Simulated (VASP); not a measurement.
# InSb (Cmcm) in VASP: further runs

The runs below take InSb through single point, with PBE.

Program: VASP 6.6.1. These are calculated values, not measurements. Logs are shortened: lines on timing, memory, paths and dates and some standing lists are left out, and cuts for length are marked.

**1. The cell of the first run**

The structure is orthorhombic, space group Cmcm (No. 63). The conventional cell has a = 6.127 Å, b = 6.163 Å, c = 6.127 Å, α = 90.00°, β = 90.00°, γ = 90.00°. In (site symmetry m2m) has 6 Sb at 3.06 to 3.09 Å and 2 In at 4.10 Å within 4.1 Å. Sb (site symmetry m2m) has 6 In at 3.06 to 3.09 Å and 10 Sb at 4.11 to 4.35 Å within 4.4 Å.

**2. Single point, PBE**

The input, INCAR:

```
PREC = Accurate ; ENCUT = 520
EDIFF = 1E-6 ; ISMEAR = 1
SIGMA = 0.01 ; LREAL = F
LASPH = T ; NELM = 80
ALGO = Normal ; ISIF = 2
LWAVE = F ; LCHARG = F
GGA = PE ; NBANDS = 26
```

The input, KPOINTS:

```
Automatic mesh
0
Gamma
  10 10 8
```

The input, POSCAR:

```
InSb
1.0
    3.0633140000     -3.0813730000      0.0000000000
    3.0633140000      3.0813730000      0.0000000000
    0.0000000000      0.0000000000      6.1268940000
In Sb
2 2
Direct
    0.2794110000      0.7205890000      0.2500000000
    0.7205890000      0.2794110000      0.7500000000
    0.7772050000      0.2227950000      0.2500000000
    0.2227950000      0.7772050000      0.7500000000
```

Potentials or basis: VASP PAW PBE potentials, release 64 (In_d, Sb).

On the command line:

```console
> cat potpaw_PBE.64/In_d/POTCAR potpaw_PBE.64/Sb/POTCAR > POTCAR
> mpirun -np 1 vasp_std > vasp.out
```

OUTCAR:

```text
PREC = Accurate
   ENCUT = 520
   EDIFF = 1E-6
   ISMEAR = 1
   LREAL = F
   LASPH = T
   NELM = 80
   ISIF = 2
   GGA = PE

 ion  position               nearest neighbor table
   1  0.279  0.721  0.250-   3 3.06   3 3.06   3 3.07   4 3.08   4 3.08   3 3.09
   2  0.721  0.279  0.750-   4 3.06   4 3.06   4 3.07   3 3.08   3 3.08   4 3.09
   3  0.777  0.223  0.250-   1 3.06   1 3.06   1 3.07   2 3.08   2 3.08   1 3.09
   4  0.223  0.777  0.750-   2 3.06   2 3.06   2 3.07   1 3.08   1 3.08   2 3.09

  LATTYP: Found a base centered orthorhombic cell.
 ALAT       =     6.1266280000
 B/A-ratio  =     1.0058952494
 C/A-ratio  =     1.0000434170

  Lattice vectors:

 A1 = (   3.0633140000,  -3.0813730000,   0.0000000000)
 A2 = (   3.0633140000,   3.0813730000,   0.0000000000)
 A3 = (   0.0000000000,   0.0000000000,   6.1268940000)

Analysis of symmetry for initial positions (statically):
=====================================================================
 Subroutine PRICEL returns:
 Original cell was already a primitive cell.

 Routine SETGRP: Setting up the symmetry group for a
 base centered orthorhombic supercell.

 Subroutine GETGRP returns: Found  8 space group operations
 (whereof  4 operations were pure point group operations)
 out of a pool of  8 trial point group operations.

The static configuration has the point symmetry C_2h.
 The point group associated with its full space group is D_2h.

Analysis of symmetry for dynamics (positions and initial velocities):
=====================================================================
 Subroutine PRICEL returns:
 Original cell was already a primitive cell.

 Routine SETGRP: Setting up the symmetry group for a
 base centered orthorhombic supercell.

 Subroutine GETGRP returns: Found  8 space group operations
 (whereof  4 operations were pure point group operations)
 out of a pool of  8 trial point group operations.

The dynamic configuration has the point symmetry C_2h.
 The point group associated with its full space group is D_2h.

 Subroutine INISYM returns: Found  8 space group operations
 (whereof  4 operations are pure point group operations),
 and found     1 'primitive' translations

----------------------------------------------------------------------------------------

                                     Primitive cell

  volume of cell :     115.6661

  direct lattice vectors                    reciprocal lattice vectors
     3.063314000 -3.081373000  0.000000000     0.163221922 -0.162265328  0.000000000
     3.063314000  3.081373000  0.000000000     0.163221922  0.162265328  0.000000000
     0.000000000  0.000000000  6.126894000     0.000000000  0.000000000  0.163214836

  length of vectors
     4.344968611  4.344968611  6.126894000     0.230155236  0.230155236  0.163214836

  position of ions in fractional coordinates (direct lattice)
     0.279411000  0.720589000  0.250000000
     0.720589000  0.279411000  0.750000000
     0.777205000  0.222795000  0.250000000
     0.222795000  0.777205000  0.750000000

  ion indices of the primitive-cell ions
   primitive index   ion index
                 1           1
                 2           2
                 3           3
                 4           4

----------------------------------------------------------------------------------------

 KPOINTS: Automatic mesh

Automatic generation of k-mesh.
 Grid dimensions read from file:
 generate k-points for:   10   10    8

 Generating k-lattice:

  Cartesian coordinates                     Fractional coordinates (reciprocal lattice)
     0.016322192 -0.016226533  0.000000000     0.100000000 -0.000000000  0.000000000
     0.016322192  0.016226533  0.000000000    -0.000000000  0.100000000  0.000000000
     0.000000000  0.000000000  0.020401855     0.000000000  0.000000000  0.125000000

  Length of vectors
     0.023015524  0.023015524  0.020401855

  Shift w.r.t. Gamma in fractional coordinates (k-lattice)
     0.000000000  0.000000000  0.000000000

 Subroutine IBZKPT returns following result:
 ===========================================

 Found    155 irreducible k-points:

 Following reciprocal coordinates:
            Coordinates               Weight
  0.000000  0.000000  0.000000      1.000000
  0.100000 -0.000000  0.000000      4.000000
  0.200000 -0.000000  0.000000      4.000000
  0.300000  0.000000  0.000000      4.000000
  0.400000 -0.000000  0.000000      4.000000
  0.500000 -0.000000  0.000000      2.000000
[... 16 lines left out ...]
  0.300000  0.300000  0.000000      2.000000
  0.400000  0.300000  0.000000      4.000000
 [... further k-points ...]
   k-points           NKPTS =    155   k-points in BZ     NKDIM =    155   number of bands    NBANDS=     26
   number of dos      NEDOS =    301   number of ions     NIONS =      4
   total plane-waves  NPLWV =  49152
   dimension x,y,z NGX =    32 NGY =   32 NGZ =   48
   dimension x,y,z NGXF=    64 NGYF=   64 NGZF=   96
   ions per type =               2   2
   NGX,Y,Z   is equivalent  to a cutoff of  12.24, 12.24, 13.02 a.u.
   NGXF,Y,Z  is equivalent  to a cutoff of  24.49, 24.49, 26.05 a.u.
 SYSTEM =  unknown system
   PREC   = accura    normal or accurate (medium, high low for compatibility)
   ISTART =      0    job   : 0-new  1-cont  2-samecut
   ICHARG =      2    charge: 1-file 2-atom 10-const
   ISPIN  =      1    spin polarized calculation?
   LNONCOLLINEAR =      F non collinear calculations
   LSORBIT =      F    spin-orbit coupling
   LASPH  =      T    aspherical Exc in radial PAW
   ENCUT  =  520.0 eV  38.22 Ry    6.18 a.u.   8.08  8.08 11.39*2*pi/ulx,y,z
   NELM   =     80;   NELMIN=  2; NELMDL= -5     # of ELM steps
   EDIFF  = 0.1E-05   stopping-criterion for ELM
   LREAL  =      F    real-space projection
   EDIFFG = 0.1E-04   stopping-criterion for IOM
   NSW    =      0    number of steps for IOM
   IBRION =     -1    ionic relax: 0-MD 1-quasi-New 2-CG
   NFREE  =      0    steps in history (QN), initial steepest desc. (CG)
   ISIF   =      2    stress and relaxation
   ISYM   =      2    0-nonsym 1-usesym 2-fastsym
   POTIM  = 0.5000    time-step for ionic-motion
   TEBEG  =    0.0;   TEEND  =   0.0 temperature during run
   PSTRESS=    0.0 pullay stress
   NELECT =      36.0000    total number of electrons
   NUPDOWN=      -1.0000    fix difference up-down
   EMIN   =  10.00;   EMAX   =-10.00  energy-range for DOS
   EFERMI =   0.00;   METHOD = LEGACY
   ISMEAR =     1;   SIGMA  =   0.01  broadening in eV -4-tet -1-fermi 0-gaus
   EFERMI_NEDOS =   21; number of points for ismear=-14 and -15
   IALGO  =     38    algorithm
   IMIX   =      4    mixing-type and parameters
     AMIX     =   0.40;   BMIX     =  1.00
     AMIX_MAG =   1.60;   BMIX_MAG =  1.00
  volume/ion in A,a.u.               =      28.92       195.14
  Fermi-wavevector in a.u.,A,eV,Ry     =   1.109448  2.096553 16.747069  1.230875
  Thomas-Fermi vector in A             =   2.245988
   LORBIT       =      0    0 simple, 1 ext, 2 COOP (PROOUT), +10 PAW based schemes
   GGA     = PE    functional components
   LHFCALC =     F    Hartree Fock is set to
   AEXX    =    0.0000 exact exchange contribution
   IVDW    =     0    specifies the selected vdW correction
   LEPSILON=     F    determine dielectric tensor
   LRPA    =     F    only Hartree local field effects (RPA)
 non-spin polarized calculation
 Methfessel and Paxton  Order N= 1 SIGMA  =   0.01
  energy-cutoff  :      520.00
  volume of cell :      115.67
 maximum number of plane-waves:      3156
   NGX = 17   NGY = 17   NGZ = 23

 number of electron      35.9999988 magnetization

 Free energy of the ion-electron system (eV)
  ---------------------------------------------------
  ext. energy  EPLUGINS =         0.00000000
  ---------------------------------------------------
  free energy    TOTEN  =       -13.31587916 eV

  energy without entropy =      -13.31582596  energy(sigma->0) =      -13.31586143

 E-fermi :   6.6513     XC(G=0):  -9.7321

 val. band max:        6.6510570522   @ k =   0.2000  -0.0000   0.3750
 cond. band min:       6.6523398367   @ k =  -0.4000   0.3000   0.2500
 fundamental gap:      0.0012827845
 Fermi energy:         6.6513001514

 k-point     1 :       0.0000    0.0000    0.0000
  band No.  band energies     occupation
      1      -7.9001      2.00000
      2      -7.7782      2.00000
      3      -7.7740      2.00000
      4      -7.7657      2.00000
      5      -7.7578      2.00000
      6      -7.7560      2.00000
[... 18 lines left out ...]
     25      12.7304      0.00000
     26      12.7781      0.00000

 k-point     2 :       0.1000   -0.0000    0.0000
  band No.  band energies     occupation
      1      -7.8946      2.00000
      2      -7.7794      2.00000
      3      -7.7764      2.00000
      4      -7.7630      2.00000
      5      -7.7611      2.00000
      6      -7.7557      2.00000
[... 18 lines left out ...]
     25      12.7081      0.00000
     26      12.9413      0.00000

 k-point     3 :       0.2000   -0.0000    0.0000
  band No.  band energies     occupation
      1      -7.8799      2.00000
      2      -7.7850      2.00000
      3      -7.7822      2.00000
      4      -7.7688      2.00000
      5      -7.7557      2.00000
      6      -7.7552      2.00000
[... 18 lines left out ...]
     25      12.8864      0.00000
     26      13.0668      0.00000

 k-point     4 :       0.3000    0.0000    0.0000
  band No.  band energies     occupation
      1      -7.8597      2.00000
      2      -7.7937      2.00000
      3      -7.7913      2.00000
      4      -7.7776      2.00000
      5      -7.7542      2.00000
      6      -7.7459      2.00000
[... 18 lines left out ...]
     25      12.0704      0.00000
     26      13.2412      0.00000

 k-point     5 :       0.4000   -0.0000    0.0000
  band No.  band energies     occupation
      1      -7.8390      2.00000
      2      -7.8053      2.00000
      3      -7.7967      2.00000
      4      -7.7870      2.00000
      5      -7.7521      2.00000
      6      -7.7425      2.00000
[... 18 lines left out ...]
     25      12.1312      0.00000
     26      13.5289      0.00000

 k-point     6 :       0.5000   -0.0000    0.0000
  band No.  band energies     occupation
      1      -7.8255      2.00000
      2      -7.8150      2.00000
      3      -7.7962      2.00000
      4      -7.7936      2.00000
      5      -7.7499      2.00000
      6      -7.7444      2.00000
[... 427 lines left out ...]
 k-point    21 :      -0.3000    0.2000    0.0000
  band No.  band energies     occupation
      1      -7.8647      2.00000
      2      -7.8268      2.00000
      3      -7.7854      2.00000
      4      -7.7674      2.00000
      5      -7.7565      2.00000
      6      -7.7504      2.00000
[... 18 lines left out ...]
     25      12.8329      0.00000
     26      13.0215      0.00000

 k-point    22 :      -0.2000    0.2000    0.0000
  band No.  band energies     occupation
      1      -7.8710      2.00000
      2      -7.8092      2.00000
      3      -7.7826      2.00000
      4      -7.7674      2.00000
      5      -7.7541      2.00000
      6      -7.7483      2.00000
[... 18 lines left out ...]
     25      12.6341      0.00000
     26      12.9620      0.00000

 k-point    23 :       0.3000    0.3000    0.0000
  band No.  band energies     occupation
      1      -7.8691      2.00000
      2      -7.8508      2.00000
      3      -7.7790      2.00000
      4      -7.7687      2.00000
      5      -7.7646      2.00000
      6      -7.7476      2.00000
[... 18 lines left out ...]
     25      13.6542      0.00000
     26      13.6837      0.00000

 k-point    24 :       0.4000    0.3000    0.0000
  band No.  band energies     occupation
      1      -7.8755      2.00000
      2      -7.8687      2.00000
      3      -7.7725      2.00000
      4      -7.7701      2.00000
      5      -7.7639      2.00000
      6      -7.7552      2.00000
[... 18 lines left out ...]
     25      14.1075      0.00000
     26      14.2421      0.00000

 [... further k-points ...]
[... 5 lines left out ...]
  --------------------------------------------------------------------------------------
  -------------------------------------------------------------------------------------
  Total        0.0934571      0.1784903     -0.1402464      0.0000000      0.0000000      0.0000000
  in kB        1.2945436      2.4724015     -1.9426576      0.0000000      0.0000000      0.0000000
  external PRESSURE =       0.6080958 kB  Pullay stress =       0.0000000 kB

 VOLUME and BASIS-vectors are now :
 -----------------------------------------------------------------------------
  energy-cutoff  :      520.00
  volume of cell :      115.67
      direct lattice vectors                 reciprocal lattice vectors
     3.063314000 -3.081373000  0.000000000     0.163221922 -0.162265328  0.000000000
     3.063314000  3.081373000  0.000000000     0.163221922  0.162265328  0.000000000
     0.000000000  0.000000000  6.126894000     0.000000000  0.000000000  0.163214836

 POSITION                                       TOTAL-FORCE (eV/Angst)
 -----------------------------------------------------------------------------------
      3.06331      1.35943      1.53172         0.000000     -0.008206     -0.000000
      3.06331     -1.35943      4.59517         0.000000      0.008206     -0.000000
      3.06331     -1.70834      1.53172         0.000000      0.002188      0.000000
      3.06331      1.70834      4.59517         0.000000     -0.002188      0.000000
 -----------------------------------------------------------------------------------
    total drift:                               -0.000000     -0.000000     -0.000000

  FREE ENERGIE OF THE ION-ELECTRON SYSTEM (eV)
  ---------------------------------------------------
  free  energy   TOTEN  =       -13.3158791615 eV

  energy  without entropy=      -13.3158259634  energy(sigma->0) =      -13.31586143
```

Run time: 8.7 min. Hardware: 1 thread of Intel Xeon 8259CL, shared host; peak memory 0.52 GiB.

What came out:

```yaml
Free_energy: -13.3159 eV
Pressure: 0.1 GPa
Largest_force: 0.008 eV/Å
Band_gap_on_the_k_mesh: zero (bands 18 and 19 overlap by 2.65 eV)
```

Forces in eV/Å, atoms in the order of the input:
```
In   0.000 -0.008  0.000
In   0.000  0.008  0.000
Sb   0.000  0.002  0.000
Sb   0.000 -0.002  0.000
```

Stress tensor (GPa, compression positive):
```
 0.13  0.00  0.00
 0.00  0.25  0.00
 0.00  0.00 -0.19
```

Levels at points of the mesh, in eV from the Fermi level:
| k point | band 15 | band 16 | band 17 | band 18 | band 19 | band 20 | band 21 | band 22 |
| --- | --- | --- | --- | --- | --- | --- | --- | --- |
| (0.00, 0.00, 0.00) | -2.18 | -2.10 | -0.48 | -0.17 | -0.02 | 0.03 | 3.31 | 5.83 |
| (0.50, 0.00, 0.00) | -2.65 | -2.50 | -0.10 | 0.10 | 1.36 | 1.39 | 3.18 | 3.49 |
| (0.50, 0.50, 0.00) | -3.34 | -3.28 | -2.10 | -2.10 | -2.09 | -2.05 | 2.96 | 3.24 |
| (0.00, 0.00, 0.50) | -1.28 | -1.28 | -1.28 | -1.28 | 0.18 | 0.18 | 4.04 | 4.04 |
| (0.50, 0.00, 0.50) | 0.28 | 0.28 | 0.29 | 0.29 | 2.16 | 2.16 | 2.45 | 2.45 |
| (0.50, 0.50, 0.50) | -3.54 | -3.54 | -3.49 | -3.49 | 1.88 | 1.88 | 3.35 | 3.35 |

Caveat: spin-orbit coupling is left out, which moves the levels of the heavy elements.

(Part 1 of 3 ends here.)

The gap in the log of VASP goes by the Fermi energy; the results here count the filled bands.